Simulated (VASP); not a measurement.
Wanted: the native input for a VASP 6.6.1 run.

```yaml
Task: single point
Functional: r2SCAN
Potentials_or_basis: VASP PAW PBE potentials, release 64 (Ca_sv, O)
Cutoff: 520 eV
k_mesh: 6 × 6 × 2
Occupations: gaussian, width 0.01 eV
Spin: no spin polarisation
Dipole_correction: no
Further_INCAR_settings: ALGO = Normal; EDIFF = 1e-06; NBANDS = 24
```

Crystal: CaO.

```
Ca O
1.0
     3.31994    0.00000    0.00000
    -1.65997    2.87515    0.00000
     0.00000    0.00000    5.81431
Ca O
2 2
Direct
  0.00000 0.00000 0.00000
  0.00000 0.00000 0.50000
  0.33333 0.66667 0.25000
  0.66667 0.33333 0.75000
```

The input as run:

POSCAR

```
CaO
1.0
    3.3199366186      0.0000000000      0.0000000000
   -1.6599683093      2.8751494507      0.0000000000
    0.0000000000      0.0000000000      5.8143085453
Ca O
2 2
Direct
    0.0000000000      0.0000000000      0.0000000000
    0.0000000000      0.0000000000      0.5000000000
    0.3333333333      0.6666666667      0.2500000000
    0.6666666667      0.3333333333      0.7500000000
```

INCAR.step1

```
PREC     = Accurate       # precision mode
ENCUT    = 520            # plane-wave cutoff, eV
ISMEAR   = 0              # smearing method
SIGMA    = 0.01           # smearing width, eV
LREAL    = False          # projectors in reciprocal space
LASPH    = True           # aspherical terms in the spheres
NELM     = 80             # most SCF steps
NBANDS   = 24             # bands
GGA      = PE             # functional
ALGO     = Normal         # electronic algorithm
EDIFF    = 1E-4           # SCF threshold, eV
LWAVE    = True           # write WAVECAR
LCHARG   = False          # write CHGCAR
```

INCAR.step2

```
PREC     = Accurate       # precision mode
ENCUT    = 520            # plane-wave cutoff, eV
EDIFF    = 1E-6           # SCF threshold, eV
ISMEAR   = 0              # smearing method
SIGMA    = 0.01           # smearing width, eV
LREAL    = False          # projectors in reciprocal space
LASPH    = True           # aspherical terms in the spheres
NELM     = 80             # most SCF steps
ALGO     = Normal         # electronic algorithm
ISIF     = 2              # what is computed and relaxed
LWAVE    = False          # write WAVECAR
LCHARG   = False          # write CHGCAR
METAGGA  = R2SCAN         # meta-GGA
LMIXTAU  = True         
NBANDS   = 24             # bands
ISTART   = 1
```

KPOINTS

```
Automatic mesh
0
Gamma
  6 6 2
```

Potentials or basis: VASP PAW PBE potentials, release 64 (Ca_sv, O).

The run is started by

```bash
$ cat potpaw_PBE.64/Ca_sv/POTCAR potpaw_PBE.64/O/POTCAR > POTCAR
$ cp INCAR.step1 INCAR
$ mpirun -np 1 vasp_std > vasp.out
$ cp INCAR.step2 INCAR
$ mpirun -np 1 vasp_std > vasp.out
```

It gave:

```yaml
Pressure: 1.1 GPa
Band_gap_on_the_k_mesh: 4.40 eV
```

Caveat: the k points lie up to 0.54 Å⁻¹ apart; the PAW data sets were made with another functional, which shifts forces and pressure a little.

It took 100 s on 1 thread of Intel(R) Xeon(R) Platinum 8259CL CPU @ 2.50GHz (Skylake/Cascade Lake), on a shared host, peak memory 0.2 GiB.
